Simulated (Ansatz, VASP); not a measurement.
One calculation of AlN, two programs

INCAR

```
PREC = Accurate
ENCUT = 520
EDIFF = 1E-7
ISMEAR = 0
SIGMA = 0.05
LREAL = F
LASPH = T
NELM = 60
ALGO = Normal
ISIF = 2
LWAVE = F
LCHARG = T
GGA = PE
LELF = T
LVHAR = T
NBANDS = 11
```

The input KPOINTS:

```
Automatic mesh
0
Gamma
  10 10 10
```

File POSCAR:

```
AlN
1.0
    0.0000000000      2.1839935596      2.1839935596
    2.1839935596      0.0000000000      2.1839935596
    2.1839935596      2.1839935596      0.0000000000
Al N
1 1
Direct
   -0.0311979730     -0.0311979730      0.0311979730
    0.8100963311      0.8100963311      0.6899036689
```

Input for Ansatz:

```yaml
crystal:
  lattice:
    - [0.0, 2.1839935596, 2.1839935596]
    - [2.1839935596, 0.0, 2.1839935596]
    - [2.1839935596, 2.1839935596, 0.0]
  atoms:
    - { symbol: Al, position: [-0.031197973, -0.031197973, 0.031197973] }
    - { symbol: "N", position: [0.8100963311, 0.8100963311, 0.6899036689] }
basis:
  ecutwfc: 420
kpoints:
  mp_grid: { grid: [10, 10, 10] }
hamiltonian:
  xc: pbe
scf:
  occupations: { method: gaussian, width: 0.05 }
output:
  forces: true
  stress: true
  eigenvalues: true
```

Change from the starting cell: mode 4 (656.9 1/cm) frozen in, largest displacement +0.263 Å.

Alike in both runs: task single point; functional PBE; k mesh 10 × 10 × 10; occupations gaussian, width 0.05 eV; no spin polarisation.

|  | VASP | Ansatz |
| --- | --- | --- |
| version | VASP 6.6.1 | Ansatz 0.2.0 |
| potentials or method | VASP PAW PBE potentials, release 64 (Al, N), cutoff 520 eV | scalar-relativistic, plane waves, PAW |
| valence electrons in the cell | 8 | 8 |

```tsv
	VASP	Ansatz	Ansatz less VASP
gap on the k mesh at the Fermi level (eV)	2.40	2.42	+0.014
least direct gap on the mesh (eV)	3.05	3.04	-0.009
pressure (GPa)	23.1	23.0	-0.05
traceless stress, the component that is largest in VASP (GPa)	34.32	34.00	-0.324
rms of the force components (eV/Å)	2.851	2.834	-0.0169
```

Atom by atom the forces differ by 0.017 eV/Å (rms over components).
